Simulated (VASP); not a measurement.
# Sb2Pt (Pa-3) in VASP: a series of runs, part 2 of 2

VASP 6.6.1.

**3. Electric field gradients, PBE**

Contents of INCAR:

```
PREC     = Accurate       # precision mode
ENCUT    = 430            # plane-wave cutoff, eV
EDIFF    = 1E-8           # SCF threshold, eV
ISMEAR   = -1             # smearing method
SIGMA    = 0.05           # smearing width, eV
LREAL    = False          # projectors in reciprocal space
LASPH    = True           # aspherical terms in the spheres
NELM     = 120            # most SCF steps
ALGO     = Normal         # electronic algorithm
ISIF     = 2              # what is computed and relaxed
LWAVE    = False          # write WAVECAR
LCHARG   = False          # write CHGCAR
GGA      = PE             # functional
LEFG     = True         
NBANDS   = 108            # bands
GGA_COMPAT= False
```

Contents of KPOINTS:

```
regular mesh
0
Gamma
  5 5 5
```

Contents of POSCAR:

```
Sb2Pt
1.0
    6.4200000000      0.0000000000      0.0000000000
    0.0000000000      6.4200000000      0.0000000000
    0.0000000000      0.0000000000      6.4200000000
Sb Pt
8 4
Direct
    0.3800000000      0.3800000000      0.3800000000
    0.1200000000      0.6200000000      0.8800000000
    0.8800000000      0.1200000000      0.6200000000
    0.6200000000      0.8800000000      0.1200000000
    0.6200000000      0.6200000000      0.6200000000
    0.8800000000      0.3800000000      0.1200000000
    0.1200000000      0.8800000000      0.3800000000
    0.3800000000      0.1200000000      0.8800000000
    0.0000000000      0.0000000000      0.0000000000
    0.5000000000      0.0000000000      0.5000000000
    0.5000000000      0.5000000000      0.0000000000
    0.0000000000      0.5000000000      0.5000000000
```

Potentials or basis: VASP PAW PBE potentials, release 64 (Sb_d_GW, Pt_sv_GW).

Launch:

```
$ cat potpaw_PBE.64/Sb_d_GW/POTCAR potpaw_PBE.64/Pt_sv_GW/POTCAR > POTCAR
$ mpirun -np 1 vasp_std > vasp.out
```

OUTCAR:

```text
PREC = Accurate
   ENCUT = 430
   EDIFF = 1E-8
   ISMEAR = -1
   LREAL = False
   LASPH = True
   NELM = 120
   ISIF = 2
   GGA = PE

 ion  position               nearest neighbor table
   1  0.380  0.380  0.380-   5 2.67  10 2.67  12 2.67  11 2.67
   2  0.120  0.620  0.880-   6 2.67   9 2.67  11 2.67  12 2.67
   3  0.880  0.120  0.620-   7 2.67  10 2.67  12 2.67   9 2.67
   4  0.620  0.880  0.120-   8 2.67   9 2.67  11 2.67  10 2.67
   5  0.620  0.620  0.620-   1 2.67  10 2.67  12 2.67  11 2.67
   6  0.880  0.380  0.120-   2 2.67   9 2.67  11 2.67  12 2.67
   7  0.120  0.880  0.380-   3 2.67  10 2.67  12 2.67   9 2.67
   8  0.380  0.120  0.880-   4 2.67   9 2.67  11 2.67  10 2.67
   9  0.000  0.000  0.000-   2 2.67   4 2.67   6 2.67   8 2.67   7 2.67   3 2.67
  10  0.500  0.000  0.500-   1 2.67   3 2.67   5 2.67   7 2.67   4 2.67   8 2.67
  11  0.500  0.500  0.000-   2 2.67   4 2.67   6 2.67   8 2.67   1 2.67   5 2.67
  12  0.000  0.500  0.500-   1 2.67   3 2.67   5 2.67   7 2.67   6 2.67   2 2.67

  LATTYP: Found a simple cubic cell.
 ALAT       =     6.4200000000

  Lattice vectors:

 A1 = (   6.4200000000,   0.0000000000,   0.0000000000)
 A2 = (   0.0000000000,   6.4200000000,   0.0000000000)
 A3 = (   0.0000000000,   0.0000000000,   6.4200000000)

Analysis of symmetry for initial positions (statically):
=====================================================================
 Subroutine PRICEL returns:
 Original cell was already a primitive cell.

 Routine SETGRP: Setting up the symmetry group for a
 simple cubic supercell.

 Subroutine GETGRP returns: Found 24 space group operations
 (whereof  6 operations were pure point group operations)
 out of a pool of 48 trial point group operations.

The static configuration has the point symmetry S_6 .
 The point group associated with its full space group is T_h .

Analysis of symmetry for dynamics (positions and initial velocities):
=====================================================================
 Subroutine PRICEL returns:
 Original cell was already a primitive cell.

 Routine SETGRP: Setting up the symmetry group for a
 simple cubic supercell.
[... 1418 lines left out ...]
      3.21000      0.00000      3.21000        -0.000000     -0.000000      0.000000
      3.21000      3.21000      0.00000        -0.000000     -0.000000      0.000000
      0.00000      3.21000      3.21000        -0.000000     -0.000000      0.000000
 -----------------------------------------------------------------------------------
    total drift:                               -0.000000      0.000000      0.000000

  FREE ENERGIE OF THE ION-ELECTRON SYSTEM (eV)
  ---------------------------------------------------
  free  energy   TOTEN  =       -62.3581512830 eV

  energy  without entropy=      -62.3516121505  energy(sigma->0) =      -62.35488172

 Electric field gradients (V/A^2)
---------------------------------------------------------------------
 ion       V_xx      V_yy      V_zz      V_xy      V_xz      V_yz
---------------------------------------------------------------------
   1      -0.000     0.000     0.000    14.562    14.562    14.562
   2      -0.000     0.000     0.000    14.562   -14.562   -14.562
   3      -0.000     0.000     0.000   -14.562   -14.562    14.562
   4      -0.000    -0.000     0.000   -14.562    14.562   -14.562
   5      -0.000     0.000     0.000    14.562    14.562    14.562
   6      -0.000     0.000     0.000    14.562   -14.562   -14.562
   7      -0.000     0.000     0.000   -14.562   -14.562    14.562
   8      -0.000    -0.000     0.000   -14.562    14.562   -14.562
   9       0.000    -0.000     0.000   -20.118   -20.118   -20.118
  10       0.000    -0.000     0.000   -20.118    20.118    20.118
  11      -0.000    -0.000     0.000    20.118    20.118   -20.118
  12      -0.000    -0.000     0.000    20.118   -20.118    20.118
---------------------------------------------------------------------

 Electric field gradients after diagonalization (V/A^2)
 (convention: |V_zz| > |V_xx| > |V_yy|)
----------------------------------------------------------------------
 ion       V_xx      V_yy      V_zz     asymmetry (V_yy - V_xx)/ V_zz
----------------------------------------------------------------------
   1     -14.562   -14.562    29.125       0.000
   2     -14.562   -14.562    29.125       0.000
   3     -14.562   -14.562    29.125       0.000
   4     -14.562   -14.562    29.125       0.000
   5     -14.562   -14.562    29.125       0.000
   6     -14.562   -14.562    29.125       0.000
   7     -14.562   -14.562    29.125       0.000
   8     -14.562   -14.562    29.125       0.000
   9      20.118    20.118   -40.236       0.000
  10      20.118    20.118   -40.236       0.000
  11      20.118    20.118   -40.236       0.000
  12      20.118    20.118   -40.236       0.000
----------------------------------------------------------------------

           NMR quadrupolar parameters

 Cq : quadrupolar parameter    Cq=e*Q*V_zz/h
 eta: asymmetry parameters     (V_yy - V_xx)/ V_zz
 Q  : nuclear electric quadrupole moment in mb (millibarn)
----------------------------------------------------------------------
 ion       Cq(MHz)       eta       Q (mb)
----------------------------------------------------------------------
   1       0.070       0.000       1.000
   2       0.070       0.000       1.000
   3       0.070       0.000       1.000
   4       0.070       0.000       1.000
   5       0.070       0.000       1.000
   6       0.070       0.000       1.000
   7       0.070       0.000       1.000
   8       0.070       0.000       1.000
   9      -0.097       0.000       1.000
  10      -0.097       0.000       1.000
  11      -0.097       0.000       1.000
  12      -0.097       0.000       1.000
----------------------------------------------------------------------
```

OSZICAR:

```text
N       E                     dE             d eps       ncg     rms          rms(c)
DAV:   1     0.563544891114E+04    0.56354E+04   -0.31490E+04  3276   0.156E+04
DAV:   2     0.228735318751E+04   -0.33481E+04   -0.31907E+04  3740   0.265E+03
DAV:   3     0.650712641902E+03   -0.16366E+04   -0.15837E+04  4316   0.904E+02
DAV:   4     0.151016524827E+03   -0.49970E+03   -0.48294E+03  4732   0.811E+02
[... 14 lines left out ...]
DAV:  19    -0.623581511309E+02    0.54415E-06   -0.68086E-06  4248   0.242E-02    0.427E-03
DAV:  20    -0.623581516353E+02   -0.50439E-06   -0.80992E-07  2928   0.856E-03    0.577E-03
DAV:  21    -0.623581513095E+02    0.32585E-06   -0.28996E-07  2720   0.417E-03    0.115E-03
DAV:  22    -0.623581512905E+02    0.18979E-07   -0.25640E-07  2784   0.297E-03    0.150E-03
DAV:  23    -0.623581512830E+02    0.74906E-08   -0.75942E-09  1600   0.272E-03
   1 F= -.62358151E+02 E0= -.62354882E+02  d E =-.653913E-02
```

Run time: 14 min. Hardware: 1 thread of Intel Xeon Platinum 8375C at 2.90GHz (Ice Lake), shared host; peak memory 0.43 GiB.

Results:

```
Free energy                             : -62.3582 eV
Pressure                                : 7.4 GPa
Largest force                           : 1.190 eV/Å
Band gap on the k mesh                  : 0.19 eV (least direct gap 0.34 eV)
Largest electric field gradient by atom : Sb +29.1; Pt -40.2 V/Å²
```

Forces on the atoms (eV/Å):
```
Sb  -0.687 -0.687 -0.687
Sb   0.687  0.687 -0.687
Sb  -0.687  0.687  0.687
Sb   0.687 -0.687  0.687
Sb   0.687  0.687  0.687
Sb  -0.687 -0.687  0.687
Sb   0.687 -0.687 -0.687
Sb  -0.687  0.687 -0.687
Pt   0.000  0.000  0.000
Pt   0.000  0.000  0.000
Pt   0.000  0.000  0.000
Pt   0.000  0.000  0.000
```

Electric field gradients, principal values (V/Å²):
| atom | least | middle | greatest (by size) |
| --- | --- | --- | --- |
| 1 Sb | -14.562 | -14.562 | 29.125 |
| 2 Sb | -14.562 | -14.562 | 29.125 |
| 3 Sb | -14.562 | -14.562 | 29.125 |
| 4 Sb | -14.562 | -14.562 | 29.125 |
| 5 Sb | -14.562 | -14.562 | 29.125 |
| 6 Sb | -14.562 | -14.562 | 29.125 |
| 7 Sb | -14.562 | -14.562 | 29.125 |
| 8 Sb | -14.562 | -14.562 | 29.125 |
| 9 Pt | 20.118 | 20.118 | -40.236 |
| 10 Pt | 20.118 | 20.118 | -40.236 |
| 11 Pt | 20.118 | 20.118 | -40.236 |
| 12 Pt | 20.118 | 20.118 | -40.236 |

Caveat: the cell stands under pressure; without QUAD_EFG the Cq values of the log hold for a quadrupole moment of 1 mb, not for the nuclei; spin-orbit coupling is left out, which moves the levels of the heavy elements; an odd mesh through Γ misses points on the zone boundary, where band edges can lie; forces of over 1 eV/Å act on the atoms, so gaps and moduli don't describe the material at rest.
